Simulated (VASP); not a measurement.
The system is ZrSi11O24 (a cell with a defect).

```
Si Zr O
1.0
     8.38869    0.00000    0.00000
     0.00000    8.38869    0.00000
     0.00000    0.00000    8.03564
Si Zr O
22 2 48
Direct
  0.00048 0.00265 0.99672
  0.99950 0.00553 0.33555
  0.99722 0.99948 0.66780
  0.99247 0.50401 0.99762
  0.99263 0.50257 0.33530
  0.99831 0.49827 0.66809
  0.50521 0.99231 0.99779
  0.50906 0.99360 0.33555
  0.49896 0.99875 0.66716
  0.50615 0.50123 0.98639
  0.50121 0.49566 0.67136
  0.24230 0.24246 0.50843
  0.24769 0.24524 0.82603
  0.24024 0.75319 0.16034
  0.24188 0.75333 0.50684
  0.24774 0.75080 0.83237
  0.74779 0.24927 0.16419
  0.74747 0.25144 0.50257
  0.75121 0.24718 0.83214
  0.76193 0.75889 0.16515
  0.76043 0.75675 0.50404
  0.74896 0.74825 0.83260
  0.48696 0.53715 0.33396
  0.26957 0.26640 0.16472
  0.14719 0.14862 0.98321
  0.14478 0.14720 0.34962
  0.14822 0.14887 0.66797
  0.14072 0.66013 0.99487
  0.15486 0.65079 0.33395
  0.14407 0.65648 0.67096
  0.65453 0.14756 0.99744
  0.65243 0.15312 0.33361
  0.65142 0.15065 0.66788
  0.65427 0.65410 0.00211
  0.67650 0.66801 0.33493
  0.65615 0.65570 0.66468
  0.35877 0.35019 0.96130
  0.34643 0.34630 0.37245
  0.34483 0.33925 0.66710
  0.34606 0.84581 0.99848
  0.35871 0.82581 0.33213
  0.34226 0.85172 0.66890
  0.84526 0.34698 0.99926
  0.84057 0.35067 0.33245
  0.85000 0.34390 0.66782
  0.85048 0.84916 0.99665
  0.85707 0.85609 0.33455
  0.85000 0.84847 0.66962
  0.08222 0.41542 0.16630
  0.09147 0.40304 0.50153
  0.09429 0.40470 0.83384
  0.10030 0.90812 0.16720
  0.09635 0.90201 0.50118
  0.09526 0.90312 0.83182
  0.58858 0.39218 0.15008
  0.60354 0.40263 0.51433
  0.60615 0.40545 0.82897
  0.60695 0.89749 0.16630
  0.60196 0.90159 0.50222
  0.59816 0.89860 0.83192
  0.41408 0.07614 0.16861
  0.40170 0.08704 0.49852
  0.40383 0.09121 0.83361
  0.37745 0.58789 0.12840
  0.38839 0.60481 0.53746
  0.40761 0.60117 0.82973
  0.90465 0.10038 0.16517
  0.89860 0.09694 0.50312
  0.89922 0.09574 0.83183
  0.89995 0.60483 0.16629
  0.90427 0.60030 0.50211
  0.89670 0.59581 0.83224
```

Base run:

| Property | Result |
| --- | --- |
| Program | VASP 6.6.1 |
| Functional | PBEsol |
| Potentials or basis | VASP PAW PBE potentials, release 64 (Si, Zr_sv, O) |
| Cutoff | 520 eV |
| k mesh | 1 × 1 × 1, shifted |
| Occupations | fermi-dirac, width 0.05 eV |
| Spin | no spin polarisation |

Its results: band gap on the k mesh 4.29 eV; pressure 16.1 GPa; largest force 0.095 eV/Å.

Q: The run is repeated on the same cell with these changes: functional from PBEsol to r2SCAN; cutoff from 520 eV to 580 eV. What comes out?

A: Band gap on the k mesh 4.93 eV; pressure 13.8 GPa; largest force 0.266 eV/Å.

Caveats: the PAW data sets were made with another functional, which shifts forces and pressure a little.

A k mesh can miss the band edges.
